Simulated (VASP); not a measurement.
Write the native input for VASP 6.6.1 that does the following.

| Quantity | Value |
| --- | --- |
| Task | single point |
| Functional | LDA |
| Potentials or basis | VASP PAW LDA potentials, release 64 (Co) |
| Cutoff | 520 eV |
| k mesh | 24 × 24 × 12 |
| Occupations | gaussian, width 0.15 eV |
| Spin | collinear spin, ferromagnetic start |
| Starting moments | [1.925, 1.925] μB |
| Fixed moment | 3.85 μB |
| Dipole correction | no |
| Further INCAR settings | ALGO = Fast; EDIFF = 1e-07; NBANDS = 20 |

The structure of Co lies in POSCAR:

```
Co
1.0
    2.6163140353      0.0000000000      0.0000000000
   -1.3081570176      2.2657944189      0.0000000000
    0.0000000000      0.0000000000      4.2202892192
Co
2
Direct
    0.6666666667      0.3333333333      0.2500000000
    0.3333333333      0.6666666667      0.7500000000
```

These files were run (other wordings do the same):

INCAR

```
PREC     = Accurate       # precision mode
ENCUT    = 520            # plane-wave cutoff, eV
EDIFF    = 1E-7           # SCF threshold, eV
ISMEAR   = 0              # smearing method
SIGMA    = 0.15           # smearing width, eV
LREAL    = F              # projectors in reciprocal space
LASPH    = T              # aspherical terms in the spheres
NELM     = 150            # most SCF steps
ALGO     = Fast           # electronic algorithm
ISIF     = 2              # what is computed and relaxed
LWAVE    = F              # write WAVECAR
LCHARG   = F              # write CHGCAR
ISPIN    = 2              # spin polarisation
MAGMOM   = 1.925 1.925    # initial moments
LORBIT   = 11             # projections on sites
NUPDOWN  = 3.85           # fixed moment
LMAXMIX  = 4              # l up to which the mixer works
GGA      = CA             # functional
NBANDS   = 20             # bands
```

KPOINTS

```
regular mesh
0
Gamma
  24 24 12
```

Potentials or basis: VASP PAW LDA potentials, release 64 (Co).

The run is started by

```bash
$ cat potpaw_LDA.64/Co/POTCAR > POTCAR
$ mpirun -np 1 vasp_std > vasp.out
```

Results of the run:

| Item | Value |
| --- | --- |
| Pressure | -31.8 GPa |
| Net moment | 3.85 μB per cell |
| Site moments | Co +1.92 μB |
| Valence electrons inside the program's atomic spheres | Co 8.04 |

Caveat: the total moment is fixed, so each spin has its own Fermi level.

Wall time 9.1 min on 1 thread of AMD EPYC 7R43 64-Core Processor (Zen 3) (shared host), peak memory 0.32 GiB.
